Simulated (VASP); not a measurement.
# ZnO (k07) (P6_3mc) in VASP: further runs, part 3 of 3

VASP 6.6.1. Earlier steps stand in the parts before.

## 5. Relaxation of shape and atoms at fixed volume, PBE (volume scaled by 1.06)

Contents of INCAR:

```
SYSTEM = ZnO
  PREC = Accurate
  ENCUT = 600
  EDIFF = 1E-6
  ISMEAR = 0
  SIGMA = 0.02
  LREAL = .False.
  LASPH = .True.
  NELM = 100
  ALGO = Normal
  ISIF = 4
  LWAVE = .False.
  LCHARG = .False.
  GGA = PE
  IBRION = 2
  NSW = 50
  EDIFFG = -0.01
```

Contents of KPOINTS:

```
regular mesh
0
Gamma
  15 15 8
  0 0 0
```

Contents of POSCAR:

```
ZnO
1.0
    3.3438004345      0.0000000000      0.0000000000
   -1.6719002173      2.8958161215      0.0000000000
    0.0000000000      0.0000000000      5.3975698736
Zn O
2 2
Direct
    0.3333333333      0.6666666667      0.4999686137
    0.6666666667      0.3333333333     -0.0000313863
    0.6666666667      0.3333333333      0.3790413863
    0.3333333333      0.6666666667      0.8790413863
```

Potentials or basis: VASP PAW PBE potentials, release 64 (Zn, O).

Run with:

```console
$ cat potpaw_PBE.64/Zn/POTCAR potpaw_PBE.64/O/POTCAR > POTCAR
$ mpirun -np 1 vasp_std > vasp.out
```

OUTCAR:

```text
SYSTEM = ZnO
   PREC = Accurate
   ENCUT = 600
   EDIFF = 1E-6
   ISMEAR = 0
   LREAL = .False.
   LASPH = .True.
   NELM = 100
   ISIF = 4
   GGA = PE
   IBRION = 2
   NSW = 50
   EDIFFG = -0.01

 ion  position               nearest neighbor table
   1  0.333  0.667  0.500-   3 2.04   3 2.04   3 2.04   4 2.05
   2  0.667  0.333  1.000-   4 2.04   4 2.04   4 2.04   3 2.05
   3  0.667  0.333  0.379-   1 2.04   1 2.04   1 2.04   2 2.05
   4  0.333  0.667  0.879-   2 2.04   2 2.04   2 2.04   1 2.05

  LATTYP: Found a hexagonal cell.
 ALAT       =     3.3438004345
 C/A-ratio  =     1.6142021569

  Lattice vectors:

 A1 = (   3.3438004345,   0.0000000000,   0.0000000000)
 A2 = (  -1.6719002173,   2.8958161215,   0.0000000000)
 A3 = (   0.0000000000,   0.0000000000,   5.3975698736)

Analysis of symmetry for initial positions (statically):
=====================================================================
 Subroutine PRICEL returns:
 Original cell was already a primitive cell.

 Routine SETGRP: Setting up the symmetry group for a
 hexagonal supercell.

 Subroutine GETGRP returns: Found 12 space group operations
 (whereof  6 operations were pure point group operations)
 out of a pool of 24 trial point group operations.

The static configuration has the point symmetry C_3v.
 The point group associated with its full space group is C_6v.

Analysis of symmetry for dynamics (positions and initial velocities):
=====================================================================
 Subroutine PRICEL returns:
 Original cell was already a primitive cell.

 Routine SETGRP: Setting up the symmetry group for a
 hexagonal supercell.

 Subroutine GETGRP returns: Found 12 space group operations
 (whereof  6 operations were pure point group operations)
[... 119 lines left out ...]
   NUPDOWN=      -1.0000    fix difference up-down
   EMIN   =  10.00;   EMAX   =-10.00  energy-range for DOS
   EFERMI =   0.00;   METHOD = LEGACY
   ISMEAR =     0;   SIGMA  =   0.02  broadening in eV -4-tet -1-fermi 0-gaus
   EFERMI_NEDOS =   21; number of points for ismear=-14 and -15
   IALGO  =     38    algorithm
   IMIX   =      4    mixing-type and parameters
     AMIX     =   0.40;   BMIX     =  1.00
     AMIX_MAG =   1.60;   BMIX_MAG =  1.00
  volume/ion in A,a.u.               =      13.07        88.18
  Fermi-wavevector in a.u.,A,eV,Ry     =   1.445792  2.732151 28.440453  2.090314
  Thomas-Fermi vector in A             =   2.563934
   LORBIT       =      0    0 simple, 1 ext, 2 COOP (PROOUT), +10 PAW based schemes
   GGA     = PE    functional components
   LHFCALC =     F    Hartree Fock is set to
   AEXX    =    0.0000 exact exchange contribution
   IVDW    =     0    specifies the selected vdW correction
   LEPSILON=     F    determine dielectric tensor
   LRPA    =     F    only Hartree local field effects (RPA)
 conjugate gradient relaxation of ions
 non-spin polarized calculation
 Gauss-broadening in eV      SIGMA  =   0.02
  energy-cutoff  :      600.00
  volume of cell :       52.26
 maximum number of plane-waves:      1768
 NGX is ok and might be reduce to    28
   NGX = 13   NGY = 13   NGZ = 21

 number of electron      35.9999995 magnetization

 Free energy of the ion-electron system (eV)
  ---------------------------------------------------
  ext. energy  EPLUGINS =         0.00000000
  ---------------------------------------------------
  free energy    TOTEN  =       -17.81729727 eV

  energy without entropy =      -17.81729727  energy(sigma->0) =      -17.81729727

 E-fermi :   0.5641     XC(G=0): -10.4219

 val. band max:        0.4063378717   @ k =   0.0000   0.0000   0.0000
 cond. band min:       1.0468934746   @ k =   0.0000   0.0000   0.0000
 fundamental gap:      0.6405556029
 Fermi energy:         0.5641099412

 k-point     1 :       0.0000    0.0000    0.0000
  band No.  band energies     occupation
      1     -16.9844      2.00000
      2     -16.3980      2.00000
      3      -4.8970      2.00000
      4      -4.8970      2.00000
      5      -4.8645      2.00000
      6      -4.7332      2.00000
[... 589 lines left out ...]
     21       7.9836      0.00000
     22       8.3746      0.00000

 [... further k-points ...]
[... 5 lines left out ...]
  --------------------------------------------------------------------------------------
  -------------------------------------------------------------------------------------
  Total       -1.9842139     -1.9842139     -1.9678861      0.0000000      0.0000000      0.0000000
  in kB      -60.8260297    -60.8260297    -60.3255015      0.0000000      0.0000000      0.0000000
  external PRESSURE =     -60.6591870 kB  Pullay stress =       0.0000000 kB

 VOLUME and BASIS-vectors are now :
 -----------------------------------------------------------------------------
  energy-cutoff  :      600.00
  volume of cell :       52.26
      direct lattice vectors                 reciprocal lattice vectors
     3.343800434  0.000000000  0.000000000     0.299060910  0.172662897  0.000000000
    -1.671900217  2.895816121  0.000000000     0.000000000  0.345325794  0.000000000
     0.000000000  0.000000000  5.397569874     0.000000000  0.000000000  0.185268560

 POSITION                                       TOTAL-FORCE (eV/Angst)
 -----------------------------------------------------------------------------------
     -0.00000      1.93054      2.69862        -0.000000     -0.000000     -0.000894
      1.67190      0.96527      5.39740         0.000000     -0.000000     -0.000894
      1.67190      0.96527      2.04590        -0.000000      0.000000      0.000894
     -0.00000      1.93054      4.74469         0.000000     -0.000000      0.000894
 -----------------------------------------------------------------------------------
    total drift:                                0.000000      0.000000      0.000453

  FREE ENERGIE OF THE ION-ELECTRON SYSTEM (eV)
  ---------------------------------------------------
  free  energy   TOTEN  =       -17.8172972746 eV

  energy  without entropy=      -17.8172972746  energy(sigma->0) =      -17.81729727

 reached required accuracy - stopping structural energy minimisation
```

OSZICAR:

```text
N       E                     dE             d eps       ncg     rms          rms(c)
DAV:   1     0.305396162914E+03    0.30540E+03   -0.20475E+04  5956   0.255E+03
DAV:   2     0.133485228846E+02   -0.29205E+03   -0.28046E+03  6406   0.465E+02
DAV:   3    -0.203506704484E+02   -0.33699E+02   -0.33330E+02  7020   0.162E+02
DAV:   4    -0.210763246462E+02   -0.72565E+00   -0.72468E+00  6492   0.255E+01
DAV:   5    -0.210821007830E+02   -0.57761E-02   -0.57756E-02  6858   0.219E+00    0.132E+01
DAV:   6    -0.177121320727E+02    0.33700E+01   -0.12687E+01 10568   0.766E+01    0.779E+00
DAV:   7    -0.178559073420E+02   -0.14378E+00   -0.26473E+00  6842   0.199E+01    0.470E+00
DAV:   8    -0.178792763947E+02   -0.23369E-01   -0.89041E-01  8080   0.904E+00    0.181E+00
DAV:   9    -0.178137320153E+02    0.65544E-01   -0.19707E-01  9082   0.822E+00    0.352E-01
DAV:  10    -0.178172246484E+02   -0.34926E-02   -0.55340E-02  5976   0.180E+00    0.134E-01
DAV:  11    -0.178172946545E+02   -0.70006E-04   -0.85307E-04  7568   0.470E-01    0.597E-02
DAV:  12    -0.178172871446E+02    0.75099E-05   -0.27731E-04  8752   0.437E-01    0.196E-02
DAV:  13    -0.178173068927E+02   -0.19748E-04   -0.58507E-05  7918   0.132E-01    0.268E-02
DAV:  14    -0.178172975188E+02    0.93739E-05   -0.31358E-05  7604   0.565E-02    0.520E-03
DAV:  15    -0.178172972746E+02    0.24417E-06   -0.50895E-06  6370   0.193E-02
   1 F= -.17817297E+02 E0= -.17817297E+02  d E =-.178173E+02
```

CONTCAR:

```text
ZnO
   1.00000000000000
     3.3438004344999999    0.0000000000000000    0.0000000000000000
    -1.6719002172999999    2.8958161214999998    0.0000000000000000
     0.0000000000000000    0.0000000000000000    5.3975698736000002
  Zn              O
     2     2
Direct
     0.3333333332999970    0.6666666667000030    0.4999686136999983
     0.6666666667000030    0.3333333332999970    0.9999686136999983
     0.6666666667000030    0.3333333332999970    0.3790413863000026
     0.3333333332999970    0.6666666667000030    0.8790413863000026

  0.00000000E+00  0.00000000E+00  0.00000000E+00
  0.00000000E+00  0.00000000E+00  0.00000000E+00
  0.00000000E+00  0.00000000E+00  0.00000000E+00
  0.00000000E+00  0.00000000E+00  0.00000000E+00
```

It took 2.1 min on 1 thread of AMD EPYC 9R45 (Zen 5), shared host; peak memory 0.27 GiB.

Results:

```
Free energy             : -17.8173 eV
Pressure after relaxing : -6.1 GPa
Band gap on the k mesh  : 0.64 eV, direct
```

Final structure:
```cif
data_structure
_symmetry_space_group_name_H-M 'P 1'
_symmetry_Int_Tables_number 1
_cell_length_a 3.3438
_cell_length_b 3.3438
_cell_length_c 5.3976
_cell_angle_alpha 90.000
_cell_angle_beta 90.000
_cell_angle_gamma 120.000
_cell_volume 52.26
loop_
_atom_site_label
_atom_site_type_symbol
_atom_site_fract_x
_atom_site_fract_y
_atom_site_fract_z
_atom_site_occupancy
Zn1 Zn 0.33333 0.66667 0.49997 1
Zn2 Zn 0.66667 0.33333 0.99997 1
O1 O 0.66667 0.33333 0.37904 1
O2 O 0.33333 0.66667 0.87904 1
```

Caveat: the relaxation stopped at its first step, so nothing moved. A k mesh can miss the band edges.

## 6. The runs side by side

| task | cell | cutoff (eV) | gap on the mesh (eV) | pressure (GPa) |
| --- | --- | --- | --- | --- |
| single point | a = 3.279, b = 3.279, c = 5.294 Å, angles 90.0, 90.0, 120.0°, 4 atoms | 520 | 0.73 | 0.9 |
| relaxation of cell and atoms | relaxed from a = 3.249, b = 3.249, c = 5.206 Å, angles 90.0, 90.0, 120.0°, 4 atoms | 600 | 0.72 | 0.0 |
| single point | a = 3.344, b = 3.344, c = 5.398 Å, angles 90.0, 90.0, 120.0°, 4 atoms | 520 | 0.64 | -5.9 |
| relaxation of shape and atoms at fixed volume | relaxed from a = 3.344, b = 3.344, c = 5.398 Å, angles 90.0, 90.0, 120.0°, 4 atoms | 600 | 0.64 | -6.1 |

Alike in all rows: level PBE; potentials or basis VASP PAW PBE potentials, release 64 (Zn, O); no spin polarisation; k mesh 15 × 15 × 8; smearing gaussian 0.02 eV.

Caveats: the relaxation stopped at its first step, so nothing moved (some runs).

Absolute energies hang on the potentials; compare differences alone.

## 7. Comparison with measurements

Step 2. Measured gap of ZnO: 3.37 eV (quoted in “Electronic structure of alkaline earth and post-transition metal oxides”, 2009, arxiv:0908.1581). This calculation gives 0.73 eV (-2.64 eV). So large a miss can be the level of theory's own, or it may mean another phase, state or a wrong row. The value is that of PBE on a finite k mesh, which can miss the band edges, without temperature or zero-point motion. Semilocal functionals fall short of measured gaps as a rule.
